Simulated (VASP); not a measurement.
Set up this calculation in VASP 6.6.1, as the native input.

```
Task                   : single point
Functional             : PBE
Potentials or basis    : VASP PAW PBE potentials, release 64 (Sn_d, O)
Cutoff                 : 520 eV
k mesh                 : 8 × 8 × 8
Occupations            : gaussian, width 0.01 eV
Spin                   : no spin polarisation
Dipole correction      : no
Further INCAR settings : ALGO = Normal; EDIFF = 1e-07; NBANDS = 35
```

The structure of SnO2 lies in POSCAR:

```
SnO2
1.0
   -2.0461890426      2.0461890426      5.2327081649
    2.0461890426     -2.0461890426      5.2327081649
    2.0461890426      2.0461890426     -5.2327081649
Sn O
2 4
Direct
    0.7500000000      0.2500000000      0.5000000000
    0.0000000000      0.0000000000      0.0000000000
    0.7975941560      0.7975941560      0.0000000000
    0.9524058440      0.4524058440      0.5000000000
    0.2024058440      0.2024058440      0.0000000000
    0.5475941560      0.0475941560      0.5000000000
```

This cell differs from its parent crystal: volume changed by +3%.

The input as run:

INCAR

```
SYSTEM = SnO2
  ALGO = Normal
  EDIFF = 1E-7
  ENCUT = 520
  GGA = PE
  ISIF = 2
  ISMEAR = 0
  LASPH = .True.
  LCHARG = .False.
  LREAL = .False.
  LWAVE = .False.
  NBANDS = 35
  NELM = 80
  PREC = Accurate
  SIGMA = 0.01
```

KPOINTS

```
k-points
0
Gamma
  8 8 8
  0 0 0
```

Potentials or basis: VASP PAW PBE potentials, release 64 (Sn_d, O).

Run with:

```console
$ cat potpaw_PBE.64/Sn_d/POTCAR potpaw_PBE.64/O/POTCAR > POTCAR
$ mpirun -np 1 vasp_std > vasp.out
```

Results of the run:

```yaml
Pressure: -3.9 GPa
Largest_force: 0.142 eV/Å
Band_gap_on_the_k_mesh: 1.02 eV, indirect (least direct gap 1.33 eV)
```

Caveat: spin-orbit coupling is left out, which moves the levels of the heavy elements.

Wall time 3.3 min on 1 thread of Intel(R) Xeon(R) 6975P-C (Granite Rapids), on a shared host, peak memory 0.39 GiB.
